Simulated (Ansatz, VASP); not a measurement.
In2SbN: VASP beside Ansatz

```xyz
4
Lattice="3.3612 0.0000 0.0000 -1.6806 2.9109 0.0000 0.0000 0.0000 8.4924" Properties=species:S:1:pos:R:3 pbc="T T T"
In    0.0000    0.0000    7.0421
In    0.0000    0.0000    1.4502
Sb    1.6806    0.9703    4.2462
N     0.0000    1.9406    0.0000
```

Change from the starting cell: species swapped into the Ni2SbTe type (P-6m2, No. 187).

Alike in both runs: functional PBE; k mesh 18 × 18 × 6; occupations gaussian, width 0.1 eV; no spin polarisation.

Ansatz relaxed the structure, and its values are those at the end. VASP's run is a single point on that final structure, the one shown.

|  | VASP | Ansatz |
| --- | --- | --- |
| version | VASP 6.6.1 | Ansatz 0.2.0 |
| potentials or method | VASP PAW PBE potentials, release 64 (In_d, Sb, N), cutoff 520 eV | scalar-relativistic, plane waves, PAW |
| valence electrons in the cell | 36 | 46 |

Ansatz gave:

* gap on the k mesh at the Fermi level (eV): none
* pressure (GPa): 0.0
* rms of the force components (eV/Å): 0.001

Question: What did VASP give for the same quantities?

Answer: gap on the k mesh at the Fermi level (eV): none; pressure (GPa): 0.0; rms of the force components (eV/Å): 0.005.

A gap of «none» marks a metal or a gap that the smearing closes. VASP's potentials hold 36 valence electrons a cell and Ansatz's 46, so a difference there can come from the potentials and not from the codes.

Spin-orbit coupling is off throughout.
